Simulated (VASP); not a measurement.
# ZnHg (I4/mmm) in VASP: single point with PBE

Aim: the single point of ZnHg with PBE.

Program: VASP 6.6.1. These are calculated values, not measurements. Logs are shortened: lines on timing, memory, paths and dates and some standing lists are left out, and cuts for length are marked.

### 1 The cell of the first run

Symmetry: I4/mmm, No. 139, tetragonal system. Conventional cell: a = 4.024 Å, b = 4.024 Å, c = 11.230 Å, α = 90.00°, β = 90.00°, γ = 90.00°. Within 4.1 Å of Hg (site symmetry 4mm) lie 9 Zn at 2.79 to 4.01 Å and 9 Hg at 3.05 to 4.02 Å. Within 3.4 Å of Zn (site symmetry 4mm) lie 1 Zn at 2.60 Å and 5 Hg at 2.79 to 2.85 Å.

### 2 Single point, PBE

Input file INCAR:

```
SYSTEM = ZnHg
PREC = Accurate
ENCUT = 520
EDIFF = 1E-6
ISMEAR = 1
SIGMA = 0.0449
LREAL = .FALSE.
LASPH = .TRUE.
NELM = 100
ALGO = Normal
ISIF = 2
LWAVE = .FALSE.
LCHARG = .FALSE.
GGA = PE
NBANDS = 58
```

Input file KPOINTS:

```
Automatic mesh
0
G
  6 6 4
  0 0 0
```

Input file POSCAR:

```
ZnHg
1.0
    4.0243503074      0.0000000000      0.0000000000
    0.0000000000      4.0243503074      0.0000000000
    0.0000000000      0.0000000000     11.2298004487
Hg Zn
4 4
Direct
    0.0000000000      0.0000000000      0.1359586365
    0.5000000000      0.5000000000      0.6359586365
    0.5000000000      0.5000000000      0.3640413635
    0.0000000000      0.0000000000      0.8640413635
    0.0000000000      0.0000000000      0.3842598677
    0.5000000000      0.5000000000      0.8842598677
    0.5000000000      0.5000000000      0.1157401323
    0.0000000000      0.0000000000      0.6157401323
```

Potentials or basis: VASP PAW PBE potentials, release 64 (Hg, Zn).

Run with:

```
> cat potpaw_PBE.64/Hg/POTCAR potpaw_PBE.64/Zn/POTCAR > POTCAR
> mpirun -np 1 vasp_std > vasp.out
```

OUTCAR:

```text
SYSTEM = ZnHg
   PREC = Accurate
   ENCUT = 520
   EDIFF = 1E-6
   ISMEAR = 1
   LREAL = .FALSE.
   LASPH = .TRUE.
   NELM = 100
   ISIF = 2
   GGA = PE

 ion  position               nearest neighbor table
   1  0.000  0.000  0.136-   5 2.79   7 2.85   7 2.85   7 2.85   7 2.85   4 3.05   3 3.83   3 3.83
                             3 3.83   3 3.83
   2  0.500  0.500  0.636-   6 2.79   8 2.85   8 2.85   8 2.85   8 2.85   3 3.05   4 3.83   4 3.83
                             4 3.83   4 3.83
   3  0.500  0.500  0.364-   7 2.79   5 2.85   5 2.85   5 2.85   5 2.85   2 3.05   1 3.83   1 3.83
                             1 3.83   1 3.83
   4  0.000  0.000  0.864-   8 2.79   6 2.85   6 2.85   6 2.85   6 2.85   1 3.05   2 3.83   2 3.83
                             2 3.83   2 3.83
   5  0.000  0.000  0.384-   8 2.60   1 2.79   3 2.85   3 2.85   3 2.85   3 2.85
   6  0.500  0.500  0.884-   7 2.60   2 2.79   4 2.85   4 2.85   4 2.85   4 2.85
   7  0.500  0.500  0.116-   6 2.60   3 2.79   1 2.85   1 2.85   1 2.85   1 2.85
   8  0.000  0.000  0.616-   5 2.60   4 2.79   2 2.85   2 2.85   2 2.85   2 2.85

  LATTYP: Found a simple tetragonal cell.
 ALAT       =     4.0243503074
 C/A-ratio  =     2.7904629545

  Lattice vectors:

 A1 = (   4.0243503074,   0.0000000000,   0.0000000000)
 A2 = (   0.0000000000,   4.0243503074,   0.0000000000)
 A3 = (   0.0000000000,   0.0000000000,  11.2298004487)

Analysis of symmetry for initial positions (statically):
=====================================================================
 Subroutine PRICEL returns following result:

  LATTYP: Found a body centered tetragonal cell.
 ALAT       =     4.0243503074
 C/A-ratio  =     2.7904629545

  Lattice vectors:

 A1 = (  -2.0121751537,   2.0121751537,   5.6149002243)
 A2 = (   2.0121751537,  -2.0121751537,   5.6149002244)
 A3 = (   2.0121751537,   2.0121751537,  -5.6149002243)

   2 primitive cells build up your supercell.

 Routine SETGRP: Setting up the symmetry group for a
 simple tetragonal supercell.

 Subroutine GETGRP returns: Found 16 space group operations
 (whereof 16 operations were pure point group operations)
 out of a pool of 16 trial point group operations.

The static configuration has the point symmetry D_4h.

Analysis of symmetry for dynamics (positions and initial velocities):
[... 129 lines left out ...]
   NSW    =      0    number of steps for IOM
   IBRION =     -1    ionic relax: 0-MD 1-quasi-New 2-CG
   NFREE  =      0    steps in history (QN), initial steepest desc. (CG)
   ISIF   =      2    stress and relaxation
   ISYM   =      2    0-nonsym 1-usesym 2-fastsym
   POTIM  = 0.5000    time-step for ionic-motion
   TEBEG  =    0.0;   TEEND  =   0.0 temperature during run
   PSTRESS=    0.0 pullay stress
   NELECT =      96.0000    total number of electrons
   NUPDOWN=      -1.0000    fix difference up-down
   EMIN   =  10.00;   EMAX   =-10.00  energy-range for DOS
   EFERMI =   0.00;   METHOD = LEGACY
   ISMEAR =     1;   SIGMA  =   0.04  broadening in eV -4-tet -1-fermi 0-gaus
   EFERMI_NEDOS =   21; number of points for ismear=-14 and -15
   IALGO  =     38    algorithm
   IMIX   =      4    mixing-type and parameters
     AMIX     =   0.40;   BMIX     =  1.00
     AMIX_MAG =   1.60;   BMIX_MAG =  1.00
  volume/ion in A,a.u.               =      22.73       153.42
  Fermi-wavevector in a.u.,A,eV,Ry     =   1.323053  2.500208 23.816595  1.750470
  Thomas-Fermi vector in A             =   2.452690
   LORBIT       =      0    0 simple, 1 ext, 2 COOP (PROOUT), +10 PAW based schemes
   GGA     = PE    functional components
   LHFCALC =     F    Hartree Fock is set to
   AEXX    =    0.0000 exact exchange contribution
   IVDW    =     0    specifies the selected vdW correction
   LEPSILON=     F    determine dielectric tensor
   LRPA    =     F    only Hartree local field effects (RPA)
 non-spin polarized calculation
 Methfessel and Paxton  Order N= 1 SIGMA  =   0.04
  energy-cutoff  :      520.00
  volume of cell :      181.87
 maximum number of plane-waves:      4938
 NGX is ok and might be reduce to    30
   NGX = 15   NGY = 15   NGZ = 41

 number of electron      96.0000055 magnetization

 Free energy of the ion-electron system (eV)
  ---------------------------------------------------
  ext. energy  EPLUGINS =         0.00000000
  ---------------------------------------------------
  free energy    TOTEN  =        -4.11908270 eV

  energy without entropy =       -4.11894113  energy(sigma->0) =       -4.11903551

 E-fermi :   1.9107     XC(G=0): -10.2599

 val. band max:        1.9089978982   @ k =   0.5000   0.3333   0.0000
 cond. band min:       1.9387947354   @ k =   0.3333   0.0000   0.2500
 fundamental gap:      0.0297968372
 Fermi energy:         1.9106683036

 k-point     1 :       0.0000    0.0000    0.0000
  band No.  band energies     occupation
      1      -6.7405      2.00000
      2      -6.0952      2.00000
      3      -6.0130      2.00000
      4      -6.0115      2.00000
      5      -5.9837      2.00000
      6      -5.9107      2.00000
[... 1453 lines left out ...]
     57       7.6383      0.00000
     58       7.6383      0.00000

 [... further k-points ...]

------------------------ aborting loop because EDIFF is reached ----------------------------------------

  FORCE on cell =-STRESS in cart. coord.  units (eV):
  Direction    XX          YY          ZZ          XY          YZ          ZX
  --------------------------------------------------------------------------------------
  -------------------------------------------------------------------------------------
  Total        0.2425798      0.2425798      0.3267667      0.0000000      0.0000000      0.0000000
  in kB        2.1369859      2.1369859      2.8786231      0.0000000      0.0000000      0.0000000
  external PRESSURE =       2.3841983 kB  Pullay stress =       0.0000000 kB

 VOLUME and BASIS-vectors are now :
 -----------------------------------------------------------------------------
  energy-cutoff  :      520.00
  volume of cell :      181.87
      direct lattice vectors                 reciprocal lattice vectors
     4.024350307  0.000000000  0.000000000     0.248487314  0.000000000  0.000000000
     0.000000000  4.024350307  0.000000000     0.000000000  0.248487314  0.000000000
     0.000000000  0.000000000 11.229800449     0.000000000  0.000000000  0.089048777

 POSITION                                       TOTAL-FORCE (eV/Angst)
 -----------------------------------------------------------------------------------
      0.00000      0.00000      1.52679         0.000000      0.000000      0.010841
      2.01218      2.01218      7.14169        -0.000000      0.000000      0.010841
      2.01218      2.01218      4.08811         0.000000      0.000000     -0.010841
      0.00000      0.00000      9.70301         0.000000      0.000000     -0.010841
      0.00000      0.00000      4.31516        -0.000000     -0.000000      0.004459
      2.01218      2.01218      9.93006        -0.000000      0.000000      0.004459
      2.01218      2.01218      1.29974         0.000000     -0.000000     -0.004459
      0.00000      0.00000      6.91464         0.000000     -0.000000     -0.004459
 -----------------------------------------------------------------------------------
    total drift:                                0.000000      0.000000      0.000000

  FREE ENERGIE OF THE ION-ELECTRON SYSTEM (eV)
  ---------------------------------------------------
  free  energy   TOTEN  =        -4.1190826969 eV

  energy  without entropy=       -4.1189411343  energy(sigma->0) =       -4.11903551
```

OSZICAR:

```text
N       E                     dE             d eps       ncg     rms          rms(c)
DAV:   1     0.924057383365E+03    0.92406E+03   -0.45248E+04  3480   0.204E+03
DAV:   2     0.909677688364E+02   -0.83309E+03   -0.78445E+03  3496   0.507E+02
DAV:   3    -0.175742865084E+01   -0.92725E+02   -0.89908E+02  3688   0.164E+02
DAV:   4    -0.456258301628E+01   -0.28052E+01   -0.27890E+01  3782   0.318E+01
DAV:   5    -0.457453523058E+01   -0.11952E-01   -0.11945E-01  3664   0.206E+00    0.709E+00
DAV:   6    -0.414747881905E+01    0.42706E+00   -0.14782E+00  3930   0.111E+01    0.556E+00
DAV:   7    -0.412296591822E+01    0.24513E-01   -0.13899E-01  4290   0.535E+00    0.319E+00
DAV:   8    -0.411908560325E+01    0.38803E-02   -0.37934E-02  4294   0.328E+00    0.191E-01
DAV:   9    -0.411894488724E+01    0.14072E-03   -0.59770E-03  3726   0.106E+00    0.689E-02
DAV:  10    -0.411901129316E+01   -0.66406E-04   -0.29516E-04  3614   0.131E-01    0.584E-02
DAV:  11    -0.411908514808E+01   -0.73855E-04   -0.10837E-04  3558   0.919E-02    0.274E-02
DAV:  12    -0.411908319342E+01    0.19547E-05   -0.83510E-06  3758   0.689E-02    0.574E-03
DAV:  13    -0.411908269691E+01    0.49651E-06   -0.26803E-06  2242   0.206E-02
   1 F= -.41190827E+01 E0= -.41190355E+01  d E =-.141563E-03
```

stdout:

```text
POSCAR found type information on POSCAR HgZn
 POSCAR found :  2 types and       8 ions
 scaLAPACK will be used
 LDA part: xc-table for (Slater+PW92), standard interpolation
 POSCAR, INCAR and KPOINTS ok, starting setup
 FFT: planning ... GRIDC
 FFT: planning ... GRID_SOFT
 FFT: planning ... GRID
 WAVECAR not read
 entering main loop
```

It took 5.2 min on 1 thread of Intel Xeon Platinum 8259CL at 2.50GHz (Skylake/Cascade Lake), shared host; peak memory 0.4 GiB.

What came out:

| Item | Value |
| --- | --- |
| Free energy | -4.1191 eV |
| Pressure | 0.2 GPa |
| Largest force | 0.011 eV/Å |
| Band gap on the k mesh | zero (bands 48 and 49 overlap by 3.16 eV) |

Forces on the atoms (eV/Å):
```
Hg   0.000  0.000  0.011
Hg   0.000  0.000  0.011
Hg   0.000  0.000 -0.011
Hg   0.000  0.000 -0.011
Zn   0.000  0.000  0.004
Zn   0.000  0.000  0.004
Zn   0.000  0.000 -0.004
Zn   0.000  0.000 -0.004
```

Levels at points of the mesh, in eV from the Fermi level:
```csv
k point,band 45,band 46,band 47,band 48,band 49,band 50,band 51,band 52
"(0.00, 0.00, 0.00)",-2.27,0.98,1.27,1.27,2.13,2.16,2.76,2.76
"(0.50, 0.00, 0.00)",-4.34,-4.34,-1.01,-1.01,0.65,0.65,4.82,4.82
"(0.50, 0.50, 0.00)",-2.23,-2.23,-2.00,-2.00,-0.74,-0.74,-0.54,-0.54
"(0.00, 0.00, 0.50)",0.22,0.22,1.70,1.70,1.70,1.70,1.85,1.85
"(0.50, 0.00, 0.50)",-2.88,-2.88,-2.70,-2.70,2.81,2.81,3.26,3.26
"(0.50, 0.50, 0.50)",-1.78,-1.78,-1.78,-1.78,-1.46,-1.46,-0.18,-0.18
```

Caveat: spin-orbit coupling is left out, which moves the levels of the heavy elements.
